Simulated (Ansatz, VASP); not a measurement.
## In: VASP beside Ansatz

```
In
1.0
     1.65843    0.95750    8.15238
    -1.65843    0.95750    8.15238
     0.00000   -1.91499    8.15238
In
3
Direct
  0.00000 0.00000 0.00000
  0.77801 0.77801 0.77801
  0.22199 0.22199 0.22199
```

Change from the starting cell: volume scaled by 0.98, PAW files.

Alike in both runs: task electric field gradients; functional PBE; k mesh 14 × 14 × 14; occupations fermi-dirac, width 0.05 eV; no spin polarisation.

|  | VASP | Ansatz |
| --- | --- | --- |
| version | VASP 6.6.1 | Ansatz 0.2.0 |
| potentials or method | VASP PAW PBE potentials, release 64 (In_d) | PAW with Ansatz's default frozen-core files, scalar-relativistic |
| plane-wave cutoff (eV) | 520 | 420 |
| valence electrons in the cell | 39 | 39 |

```tsv
	VASP	Ansatz	Ansatz less VASP
pressure (GPa)	2.6	2.6	+0.03
traceless stress, the component that is largest in VASP (GPa)	0.18	0.18	-0.001
rms of the force components (eV/Å)	0.012	0.011	-0.0002
size of Vzz on the site where it differs most (V/Å²)	4.6	4.9	+0.30
```

Atom by atom the forces differ by 0.000 eV/Å (rms over components). The functional is the same, so the differences come from potentials, cutoffs and numerics.
